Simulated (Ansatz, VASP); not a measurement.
## Ta2F in VASP and in Ansatz

```xyz
6
Lattice="3.2423 0.0000 0.0000 0.0000 3.2423 0.0000 0.0000 0.0000 11.4106" Properties=species:S:1:pos:R:3 pbc="T T T"
Ta    1.6211    0.0000    8.8574
Ta    0.0000    1.6211   10.5740
Ta    0.0000    1.6211    2.5532
Ta    1.6211    0.0000    0.8366
F     0.0000    1.6211    4.4236
F     1.6211    0.0000    6.9870
```

Alike in both runs: functional PBE; k mesh 10 × 10 × 4; occupations gaussian, width 0.1 eV; no spin polarisation.

Ansatz relaxed the structure, and its values are those at the end. VASP's run is a single point on that final structure, the one shown.

|  | VASP | Ansatz |
| --- | --- | --- |
| version | VASP 6.6.1 | Ansatz 0.2.0 |
| potentials or method | VASP PAW PBE potentials, release 64 (Ta_pv, F), cutoff 520 eV | scalar-relativistic, plane waves, PAW |
| valence electrons in the cell | 58 | 66 |

|  | VASP | Ansatz | Ansatz less VASP |
| --- | --- | --- | --- |
| gap on the k mesh at the Fermi level (eV) | none | none | - |
| pressure (GPa) | 0.3 | 0.0 | -0.29 |
| rms of the force components (eV/Å) | 0.103 | 0.000 | -0.1024 |

A gap of «none» marks a metal or a gap that the smearing closes. The functional is the same, so the differences come from potentials, cutoffs and numerics. VASP's potentials hold 58 valence electrons a cell and Ansatz's 66, so a difference there can come from the potentials and not from the codes.

Neither program's run includes spin-orbit coupling.
